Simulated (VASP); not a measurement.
Wanted: the native input for a VASP 6.6.1 run.

* Task: single point
* Functional: LDA
* Potentials or basis: VASP PAW LDA potentials, release 64 (Cs_sv, Cl)
* Cutoff: 500 eV
* k mesh: 6 × 6 × 6
* Occupations: gaussian, width 0.01 eV
* Spin: non-collinear spin, zero start, spin-orbit coupling
* Starting moments: [[0.0, 0.0, 0.0], [0.0, 0.0, 0.0]] μB
* Dipole correction: no
* Further INCAR settings: ALGO = Normal; EDIFF = 1e-06; NBANDS = 28

The structure of CsCl lies in POSCAR:

```
CsCl
1.0
    3.9692272329      0.0000000000      0.0000000000
    0.0000000000      3.9692272329      0.0000000000
    0.0000000000      0.0000000000      3.9692272329
Cs Cl
1 1
Direct
    0.0000000000      0.0000000000      0.0000000000
    0.5000000000      0.5000000000      0.5000000000
```

These files were run (other wordings do the same):

INCAR

```
SYSTEM = CsCl
  PREC = Accurate
  ENCUT = 500
  EDIFF = 1E-6
  ISMEAR = 0
  SIGMA = 0.01
  LREAL = .False.
  LASPH = .True.
  NELM = 200
  ALGO = Normal
  ISIF = 2
  LWAVE = .False.
  LCHARG = .True.
  LNONCOLLINEAR = .True.
  MAGMOM = 0 0 0 0 0 0
  LORBIT = 11
  LSORBIT = .True.
  GGA_COMPAT = .False.
  LORBMOM = .True.
  GGA = CA
  LVHAR = .True.
  NBANDS = 28
```

KPOINTS

```
Automatic mesh
0
Gamma
  6 6 6
  0 0 0
```

Potentials or basis: VASP PAW LDA potentials, release 64 (Cs_sv, Cl).

Launch:

```sh
$ cat potpaw_LDA.64/Cs_sv/POTCAR potpaw_LDA.64/Cl/POTCAR > POTCAR
$ mpirun -np 1 vasp_ncl > vasp.out
```

Results of the run:

- Pressure: 0.1 GPa
- Net moment: 0.00 μB per cell
- Valence electrons inside the program's atomic spheres: Cs 6.56; Cl 5.12

It took 35 s on 1 thread of Intel(R) Xeon(R) 6975P-C (Granite Rapids), with other jobs on the host, peak memory 0.25 GiB.
